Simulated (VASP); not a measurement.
# Hf3N (Fm-3m) in VASP: notebook

Runs on Hf3N. Level: PBE. Tasks: single point, relaxation of cell and atoms.

All numbers are computed with VASP 6.6.1; they aren't measurements. Logs are shortened: lines on timing, memory, paths and dates and some standing lists are left out, and cuts for length are marked.

### 1 The cell of the first run

The structure is cubic, space group Fm-3m (No. 225). The conventional cell has a = 8.983 Å, b = 8.983 Å, c = 8.983 Å, α = 90.00°, β = 90.00°, γ = 90.00°. Hf (site symmetry 4mm) has 2 N at 2.05 to 2.44 Å within 2.7 Å. Within 2.7 Å of N (site symmetry m-3m) lie 6 Hf at 2.05 Å. Within 3.2 Å of N (site symmetry m-3m) lie 6 Hf at 2.44 Å.

### 2 Single point, PBE

INCAR

```
SYSTEM = Hf3N
ALGO = Normal
EDIFF = 1E-6
ENCUT = 520
GGA = PE
ISIF = 2
ISMEAR = 0
LASPH = .True.
LCHARG = .True.
LELF = .True.
LREAL = .False.
LVHAR = .True.
LWAVE = .False.
NBANDS = 45
NELM = 100
PREC = Accurate
SIGMA = 0.1
```

KPOINTS

```
k-points
0
Gamma
  4 4 4
  0 0 0
```

POSCAR

```
Hf3N
1.0
    0.0000000000      4.4915330200      4.4915330200
    4.4915330200      0.0000000000      4.4915330200
    4.4915330200      4.4915330200      0.0000000000
Hf N
6 2
Direct
    0.7281905400      0.2718094600      0.7281905400
    0.2718094600      0.2718094600      0.7281905400
    0.2718094600      0.7281905400      0.2718094600
    0.2718094600      0.7281905400      0.7281905400
    0.7281905400      0.2718094600      0.2718094600
    0.7281905400      0.7281905400      0.2718094600
    0.5000000000      0.5000000000      0.5000000000
    0.0000000000      0.0000000000      0.0000000000
```

Potentials or basis: VASP PAW PBE potentials, release 64 (Hf_pv, N).

Command:

```sh
cat potpaw_PBE.64/Hf_pv/POTCAR potpaw_PBE.64/N/POTCAR > POTCAR
mpirun -np 1 vasp_std > vasp.out
```

OUTCAR:

```text
SYSTEM = Hf3N
   EDIFF = 1E-6
   ENCUT = 520
   GGA = PE
   ISIF = 2
   ISMEAR = 0
   LASPH = .True.
   LREAL = .False.
   NELM = 100
   PREC = Accurate

 ion  position               nearest neighbor table
   1  0.728  0.272  0.728-   7 2.05   8 2.44   5 2.90   6 2.90   2 2.90   4 2.90   2 3.45   4 3.45
                             5 3.45   6 3.45
   2  0.272  0.272  0.728-   7 2.05   8 2.44   4 2.90   5 2.90   1 2.90   3 2.90   3 3.45   4 3.45
                             5 3.45   1 3.45
   3  0.272  0.728  0.272-   7 2.05   8 2.44   5 2.90   6 2.90   2 2.90   4 2.90   2 3.45   4 3.45
                             5 3.45   6 3.45
   4  0.272  0.728  0.728-   7 2.05   8 2.44   3 2.90   6 2.90   1 2.90   2 2.90   2 3.45   3 3.45
                             1 3.45   6 3.45
   5  0.728  0.272  0.272-   7 2.05   8 2.44   3 2.90   6 2.90   1 2.90   2 2.90   2 3.45   3 3.45
                             1 3.45   6 3.45
   6  0.728  0.728  0.272-   7 2.05   8 2.44   4 2.90   5 2.90   1 2.90   3 2.90   5 3.45   1 3.45
                             3 3.45   4 3.45
   7  0.500  0.500  0.500-   1 2.05   2 2.05   3 2.05   4 2.05   5 2.05   6 2.05
   8  0.000  0.000  0.000-   1 2.44   2 2.44   3 2.44   4 2.44   5 2.44   6 2.44

  LATTYP: Found a face centered cubic cell.
 ALAT       =     8.9830660400

  Lattice vectors:

 A1 = (   0.0000000000,   4.4915330200,   4.4915330200)
 A2 = (   4.4915330200,   0.0000000000,   4.4915330200)
 A3 = (   4.4915330200,   4.4915330200,   0.0000000000)

Analysis of symmetry for initial positions (statically):
=====================================================================
 Subroutine PRICEL returns:
 Original cell was already a primitive cell.

 Routine SETGRP: Setting up the symmetry group for a
 face centered cubic supercell.

 Subroutine GETGRP returns: Found 48 space group operations
 (whereof 48 operations were pure point group operations)
 out of a pool of 48 trial point group operations.

The static configuration has the point symmetry O_h .

Analysis of symmetry for dynamics (positions and initial velocities):
=====================================================================
 Subroutine PRICEL returns:
 Original cell was already a primitive cell.

 Routine SETGRP: Setting up the symmetry group for a
 face centered cubic supercell.

 Subroutine GETGRP returns: Found 48 space group operations
 (whereof 48 operations were pure point group operations)
 out of a pool of 48 trial point group operations.

The dynamic configuration has the point symmetry O_h .

 Subroutine INISYM returns: Found 48 space group operations
 (whereof 48 operations are pure point group operations),
 and found     1 'primitive' translations

----------------------------------------------------------------------------------------

                                     Primitive cell

  volume of cell :     181.2232

  direct lattice vectors                    reciprocal lattice vectors
     0.000000000  4.491533020  4.491533020    -0.111320566  0.111320566  0.111320566
     4.491533020  0.000000000  4.491533020     0.111320566 -0.111320566  0.111320566
     4.491533020  4.491533020  0.000000000     0.111320566  0.111320566 -0.111320566

  length of vectors
     6.351986913  6.351986913  6.351986913     0.192812877  0.192812877  0.192812877

  position of ions in fractional coordinates (direct lattice)
     0.728190540  0.271809460  0.728190540
     0.271809460  0.271809460  0.728190540
     0.271809460  0.728190540  0.271809460
     0.271809460  0.728190540  0.728190540
     0.728190540  0.271809460  0.271809460
     0.728190540  0.728190540  0.271809460
     0.500000000  0.500000000  0.500000000
     0.000000000  0.000000000  0.000000000

  ion indices of the primitive-cell ions
   primitive index   ion index
                 1           1
                 2           2
                 3           3
                 4           4
                 5           5
                 6           6
                 7           7
                 8           8

----------------------------------------------------------------------------------------

 KPOINTS: k-points

Automatic generation of k-mesh.
 Grid dimensions read from file:
 generate k-points for:    4    4    4

 Generating k-lattice:

  Cartesian coordinates                     Fractional coordinates (reciprocal lattice)
    -0.027830142  0.027830142  0.027830142     0.250000000  0.000000000  0.000000000
     0.027830142 -0.027830142  0.027830142     0.000000000  0.250000000  0.000000000
     0.027830142  0.027830142 -0.027830142     0.000000000  0.000000000  0.250000000

  Length of vectors
     0.048203219  0.048203219  0.048203219

  Shift w.r.t. Gamma in fractional coordinates (k-lattice)
     0.000000000  0.000000000  0.000000000

 Subroutine IBZKPT returns following result:
 ===========================================

 Found      8 irreducible k-points:

 Following reciprocal coordinates:
            Coordinates               Weight
  0.000000  0.000000  0.000000      1.000000
  0.250000  0.000000  0.000000      8.000000
  0.500000  0.000000  0.000000      4.000000
  0.250000  0.250000  0.000000      6.000000
  0.500000  0.250000  0.000000     24.000000
 -0.250000  0.250000  0.000000     12.000000
  0.500000  0.500000  0.000000      3.000000
 -0.250000  0.500000  0.250000      6.000000
   k-points           NKPTS =      8   k-points in BZ     NKDIM =      8   number of bands    NBANDS=     45
   number of dos      NEDOS =    301   number of ions     NIONS =      8
   total plane-waves  NPLWV = 110592
   dimension x,y,z NGX =    48 NGY =   48 NGZ =   48
   dimension x,y,z NGXF=    96 NGYF=   96 NGZF=   96
   ions per type =               6   2
   NGX,Y,Z   is equivalent  to a cutoff of  12.56, 12.56, 12.56 a.u.
   NGXF,Y,Z  is equivalent  to a cutoff of  25.13, 25.13, 25.13 a.u.
 SYSTEM =  Hf3N
   PREC   = accura    normal or accurate (medium, high low for compatibility)
   ISTART =      0    job   : 0-new  1-cont  2-samecut
   ICHARG =      2    charge: 1-file 2-atom 10-const
   ISPIN  =      1    spin polarized calculation?
   LNONCOLLINEAR =      F non collinear calculations
   LSORBIT =      F    spin-orbit coupling
   LASPH  =      T    aspherical Exc in radial PAW
   ENCUT  =  520.0 eV  38.22 Ry    6.18 a.u.  11.81 11.81 11.81*2*pi/ulx,y,z
   NELM   =    100;   NELMIN=  2; NELMDL= -5     # of ELM steps
   EDIFF  = 0.1E-05   stopping-criterion for ELM
   LREAL  =      F    real-space projection
[... 7 lines left out ...]
   TEBEG  =    0.0;   TEEND  =   0.0 temperature during run
   PSTRESS=    0.0 pullay stress
   NELECT =      70.0000    total number of electrons
   NUPDOWN=      -1.0000    fix difference up-down
   EMIN   =  10.00;   EMAX   =-10.00  energy-range for DOS
   EFERMI =   0.00;   METHOD = LEGACY
   ISMEAR =     0;   SIGMA  =   0.10  broadening in eV -4-tet -1-fermi 0-gaus
   EFERMI_NEDOS =   21; number of points for ismear=-14 and -15
   IALGO  =     38    algorithm
   IMIX   =      4    mixing-type and parameters
     AMIX     =   0.40;   BMIX     =  1.00
     AMIX_MAG =   1.60;   BMIX_MAG =  1.00
  volume/ion in A,a.u.               =      22.65       152.87
  Fermi-wavevector in a.u.,A,eV,Ry     =   1.192256  2.253037 19.340339  1.421475
  Thomas-Fermi vector in A             =   2.328299
   LORBIT       =      0    0 simple, 1 ext, 2 COOP (PROOUT), +10 PAW based schemes
   GGA     = PE    functional components
   LHFCALC =     F    Hartree Fock is set to
   AEXX    =    0.0000 exact exchange contribution
   IVDW    =     0    specifies the selected vdW correction
   LEPSILON=     F    determine dielectric tensor
   LRPA    =     F    only Hartree local field effects (RPA)
 non-spin polarized calculation
 Gauss-broadening in eV      SIGMA  =   0.10
  energy-cutoff  :      520.00
  volume of cell :      181.22
 maximum number of plane-waves:      4910
   NGX = 23   NGY = 23   NGZ = 23

 number of electron      69.9999998 magnetization

 Free energy of the ion-electron system (eV)
  ---------------------------------------------------
  ext. energy  EPLUGINS =         0.00000000
  ---------------------------------------------------
  free energy    TOTEN  =       -75.00949737 eV

  energy without entropy =      -74.95757640  energy(sigma->0) =      -74.98353689

 E-fermi :   3.3073     XC(G=0): -10.1346

 val. band max:        3.2345227597   @ k =   0.5000   0.2500   0.0000
 cond. band min:       3.3314661634   @ k =   0.5000   0.2500   0.0000
 fundamental gap:      0.0969434037
 Fermi energy:         3.3072760591

 k-point     1 :       0.0000    0.0000    0.0000
  band No.  band energies     occupation
      1     -28.4133      2.00000
      2     -27.8067      2.00000
      3     -27.8067      2.00000
      4     -27.8067      2.00000
      5     -27.6358      2.00000
      6     -27.6358      2.00000
[... 37 lines left out ...]
     44       6.6566      0.00000
     45       6.6566      0.00000

 k-point     2 :       0.2500    0.0000    0.0000
  band No.  band energies     occupation
      1     -28.3669      2.00000
      2     -27.8204      2.00000
      3     -27.7647      2.00000
      4     -27.7647      2.00000
      5     -27.6174      2.00000
      6     -27.6127      2.00000
[... 37 lines left out ...]
     44       6.3992      0.00000
     45       6.3992      0.00000

 k-point     3 :       0.5000    0.0000    0.0000
  band No.  band energies     occupation
      1     -28.3152      2.00000
      2     -27.8372      2.00000
      3     -27.7159      2.00000
      4     -27.7159      2.00000
      5     -27.5928      2.00000
      6     -27.5859      2.00000
[... 37 lines left out ...]
     44       5.9581      0.00000
     45       5.9581      0.00000

 k-point     4 :       0.2500    0.2500    0.0000
  band No.  band energies     occupation
      1     -28.3519      2.00000
      2     -27.7804      2.00000
      3     -27.7804      2.00000
      4     -27.7636      2.00000
      5     -27.6362      2.00000
      6     -27.5925      2.00000
[... 37 lines left out ...]
     44       6.0765      0.00000
     45       6.0924      0.00000

 k-point     5 :       0.5000    0.2500    0.0000
  band No.  band energies     occupation
      1     -28.3003      2.00000
      2     -27.7922      2.00000
      3     -27.7338      2.00000
      4     -27.7164      2.00000
      5     -27.6148      2.00000
      6     -27.5683      2.00000
[... 37 lines left out ...]
     44       5.8532      0.00000
     45       6.0994      0.00000

 k-point     6 :      -0.2500    0.2500    0.0000
  band No.  band energies     occupation
      1     -28.3169      2.00000
      2     -27.8007      2.00000
      3     -27.7556      2.00000
      4     -27.7155      2.00000
      5     -27.5977      2.00000
      6     -27.5879      2.00000
[... 37 lines left out ...]
     44       5.7576      0.00000
     45       6.1571      0.00000

 k-point     7 :       0.5000    0.5000    0.0000
  band No.  band energies     occupation
      1     -28.2852      2.00000
      2     -27.7515      2.00000
      3     -27.7515      2.00000
      4     -27.7043      2.00000
      5     -27.6367      2.00000
      6     -27.5395      2.00000
[... 37 lines left out ...]
     44       5.9310      0.00000
     45       6.3692      0.00000

 k-point     8 :      -0.2500    0.5000    0.2500
  band No.  band energies     occupation
      1     -28.2829      2.00000
      2     -27.7577      2.00000
      3     -27.7287      2.00000
      4     -27.7287      2.00000
      5     -27.5930      2.00000
      6     -27.5930      2.00000
[... 37 lines left out ...]
     44       6.0051      0.00000
     45       6.4545      0.00000

------------------------ aborting loop because EDIFF is reached ----------------------------------------

  FORCE on cell =-STRESS in cart. coord.  units (eV):
  Direction    XX          YY          ZZ          XY          YZ          ZX
  --------------------------------------------------------------------------------------
  -------------------------------------------------------------------------------------
  Total        1.5531139      1.5531139      1.5531139      0.0000000      0.0000000      0.0000000
  in kB       13.7309344     13.7309344     13.7309344      0.0000000      0.0000000      0.0000000
  external PRESSURE =      13.7309344 kB  Pullay stress =       0.0000000 kB

 VOLUME and BASIS-vectors are now :
 -----------------------------------------------------------------------------
  energy-cutoff  :      520.00
  volume of cell :      181.22
      direct lattice vectors                 reciprocal lattice vectors
     0.000000000  4.491533020  4.491533020    -0.111320566  0.111320566  0.111320566
     4.491533020  0.000000000  4.491533020     0.111320566 -0.111320566  0.111320566
     4.491533020  4.491533020  0.000000000     0.111320566  0.111320566 -0.111320566

 POSITION                                       TOTAL-FORCE (eV/Angst)
 -----------------------------------------------------------------------------------
      4.49153      6.54138      4.49153         0.000000      4.111518     -0.000000
      4.49153      4.49153      2.44168         0.000000      0.000000     -4.111518
      4.49153      2.44168      4.49153         0.000000     -4.111518     -0.000000
      6.54138      4.49153      4.49153         4.111518      0.000000     -0.000000
      2.44168      4.49153      4.49153        -4.111518      0.000000     -0.000000
      4.49153      4.49153      6.54138         0.000000      0.000000      4.111518
      4.49153      4.49153      4.49153        -0.000000      0.000000     -0.000000
      0.00000      0.00000      0.00000        -0.000000      0.000000     -0.000000
 -----------------------------------------------------------------------------------
    total drift:                                0.000000      0.000000      0.000000

  FREE ENERGIE OF THE ION-ELECTRON SYSTEM (eV)
  ---------------------------------------------------
  free  energy   TOTEN  =       -75.0094973723 eV

  energy  without entropy=      -74.9575763977  energy(sigma->0) =      -74.98353689
```

Wall time 93 s (1 thread of Intel Xeon 6975P-C (Granite Rapids), shared host); peak memory 0.31 GiB.

What came out:

- Free energy: -75.0095 eV
- Pressure: 1.4 GPa
- Largest force: 4.112 eV/Å
- Band gap on the k mesh: zero (band 35 reaches 3.50 eV, above the bottom of band 36 at 2.80 eV)

Forces on the atoms (eV/Å):
```
Hf   0.000  4.112  0.000
Hf   0.000  0.000 -4.112
Hf   0.000 -4.112  0.000
Hf   4.112  0.000  0.000
Hf  -4.112  0.000  0.000
Hf   0.000  0.000  4.112
N    0.000  0.000  0.000
N    0.000  0.000  0.000
```

Caveat: spin-orbit coupling is left out, which moves the levels of the heavy elements; forces of over 1 eV/Å act on the atoms, so gaps and moduli don't describe the material at rest.

### 3 Relaxation of cell and atoms, PBE

INCAR

```
SYSTEM = Hf3N
  ALGO = Normal
  EDIFF = 1E-6
  EDIFFG = -0.04
  ENCUT = 600
  GGA = PE
  IBRION = 2
  ISIF = 3
  ISMEAR = 0
  LASPH = .True.
  LCHARG = .False.
  LREAL = .False.
  LWAVE = .False.
  NELM = 60
  NSW = 90
  PREC = Accurate
  SIGMA = 0.1
```

KPOINTS is that of step 2.

POSCAR is that of step 2.

Potentials or basis: VASP PAW PBE potentials, release 64 (Hf_pv, N).

Command:

```sh
cat potpaw_PBE.64/Hf_pv/POTCAR potpaw_PBE.64/N/POTCAR > POTCAR
mpirun -np 1 vasp_std > vasp.out
```

Run time: 12 min. Hardware: 1 thread of Intel Xeon 6975P-C (Granite Rapids), shared host; peak memory 0.41 GiB.

Results (log left out):

```yaml
Free_energy: -77.3133 eV
Relaxed_volume: 21.14 Å³/atom
Relaxed_cell: a = 6.207 Å, b = 6.207 Å, c = 6.207 Å, α = 60.00°, β = 60.00°, γ = 60.00°
Space_group_after_relaxing_to_0.05_Å: Pm-3m (No. 221)
Energy_gained_by_relaxing: 287.5 meV/atom
Ionic_steps: 7
Pressure_after_relaxing: -0.3 GPa
Largest_force_after_relaxing: 0.017 eV/Å
Band_gap_on_the_k_mesh: zero (band 35 reaches 4.01 eV, above the bottom of band 36 at 3.61 eV)
```

Forces on the atoms (eV/Å):
```
Hf   0.000  0.017  0.000
Hf   0.000  0.000 -0.017
Hf   0.000 -0.017  0.000
Hf   0.017  0.000  0.000
Hf  -0.017  0.000  0.000
Hf   0.000  0.000  0.017
N    0.000  0.000  0.000
N    0.000  0.000  0.000
```

The path:
| step | energy change (eV) | largest force (eV/Å) | pressure (GPa) | volume (Å³) |
| --- | --- | --- | --- | --- |
| 1 | 0.0000 | 4.1099 | 1.35 | 181.22 |
| 2 | -1.6976 | 0.0186 | -10.07 | 186.26 |
| 3 | -1.7250 | 0.2568 | -9.57 | 185.48 |
| 4 | -1.2570 | 2.2377 | 15.88 | 153.72 |
| 5 | -2.2839 | 0.2519 | -1.05 | 170.23 |
| 6 | -2.2842 | 0.2711 | -0.83 | 169.93 |
| 7 | -2.2996 | 0.0168 | -0.28 | 169.08 |

Final structure:
```cif
data_structure
_symmetry_space_group_name_H-M 'P 1'
_symmetry_Int_Tables_number 1
_cell_length_a 6.2069
_cell_length_b 6.2069
_cell_length_c 6.2069
_cell_angle_alpha 60.000
_cell_angle_beta 60.000
_cell_angle_gamma 60.000
_cell_volume 169.08
loop_
_atom_site_label
_atom_site_type_symbol
_atom_site_fract_x
_atom_site_fract_y
_atom_site_fract_z
_atom_site_occupancy
Hf1 Hf 0.74990 0.25010 0.74990 1
Hf2 Hf 0.25010 0.25010 0.74990 1
Hf3 Hf 0.25010 0.74990 0.25010 1
Hf4 Hf 0.25010 0.74990 0.74990 1
Hf5 Hf 0.74990 0.25010 0.25010 1
Hf6 Hf 0.74990 0.74990 0.25010 1
N1 N 0.50000 0.50000 0.50000 1
N2 N 0.00000 0.00000 0.00000 1
```

Levels at points of the mesh, in eV from the Fermi level:
| k point | band 32 | band 33 | band 34 | band 35 | band 36 | band 37 | band 38 | band 39 |
| --- | --- | --- | --- | --- | --- | --- | --- | --- |
| (0.00, 0.00, 0.00) | -1.57 | -1.57 | 0.27 | 0.27 | 0.27 | 1.08 | 1.08 | 1.08 |
| (0.50, 0.00, 0.00) | -0.63 | -0.63 | -0.63 | -0.05 | -0.05 | -0.05 | -0.05 | 1.33 |
| (0.50, 0.50, 0.00) | -0.96 | -0.28 | -0.28 | 0.12 | 0.32 | 0.77 | 0.77 | 0.96 |

Caveat: spin-orbit coupling is left out, which moves the levels of the heavy elements.
